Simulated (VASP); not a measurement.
Runs of VASP 6.6.1 on BeTe6. The structure is that of space group P-42m (No. 111), or close to it. The cells are those of the table. 

| task | cell | k mesh | cutoff (eV) | smearing | gap on the mesh (eV) | pressure (GPa) | largest force (eV/Å) |
| --- | --- | --- | --- | --- | --- | --- | --- |
| single point | a = 7.459, b = 7.459, c = 4.675 Å, 7 atoms | 3 × 3 × 4 | 520 | gaussian 0.2 eV | none | 0.0 | 0.09 |
| single point | a = 7.504, b = 7.504, c = 4.521 Å, 7 atoms | 4 × 4 × 8 | 520 | gaussian 0.1 eV | none | 0.0 | (a) |
| relaxation of cell and atoms | relaxed from a = 6.567, b = 6.567, c = 4.801 Å, 7 atoms | 3 × 3 × 4 | 600 | gaussian 0.2 eV | none | 0.0 | 0.06 |
| single point | a = 7.502, b = 7.502, c = 4.521 Å, 7 atoms | 4 × 4 × 8 | 520 | gaussian 0.1 eV | none | 0.0 | 0.02 |

Alike in all rows: level PBE; potentials or basis VASP PAW PBE potentials, release 64 (Be, Te); no spin polarisation.

Task: Fill in the values left out.

Result: (a) 0.01.

Caveats: spin-orbit coupling is left out, which moves the levels of the heavy elements; the relaxation stopped at a loose force limit of 0.08 eV/Å, so its end isn't a converged minimum (some runs).

A k mesh can miss the band edges, and the runs leave out spin-orbit coupling on Te.

A gap of «none» marks levels without a gap at the run's occupations.
